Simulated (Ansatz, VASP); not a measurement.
Two plane-wave programs on ZnS3

```xyz
4
Lattice="-2.5540 2.5540 2.5540 2.5540 -2.5540 2.5540 2.5540 2.5540 -2.5540" Properties=species:S:1:pos:R:3 pbc="T T T"
Zn    0.0000    0.0000    0.0000
S     2.5540    0.0000    0.0000
S     0.0000    2.5540    0.0000
S     0.0000    0.0000    2.5540
```

Alike in both runs: functional PBE; k mesh 12 × 12 × 12; occupations gaussian, width 0.1 eV; no spin polarisation.

Ansatz relaxed the structure, and its values are those at the end. VASP's run is a single point on that final structure, the one shown.

```csv
,VASP,Ansatz
version,VASP 6.6.1,Ansatz 0.2.0
potentials or method,"VASP PAW PBE potentials, release 64 (Zn, S), cutoff 520 eV","scalar-relativistic, plane waves, PAW"
valence electrons in the cell,30,30
```

|  | VASP | Ansatz | Ansatz less VASP |
| --- | --- | --- | --- |
| gap on the k mesh at the Fermi level (eV) | none | none | - |
| pressure (GPa) | -0.1 | 0.0 | +0.04 |

A gap of «none» marks a metal or a gap that the smearing closes. The functional is the same, so the differences come from potentials, cutoffs and numerics.
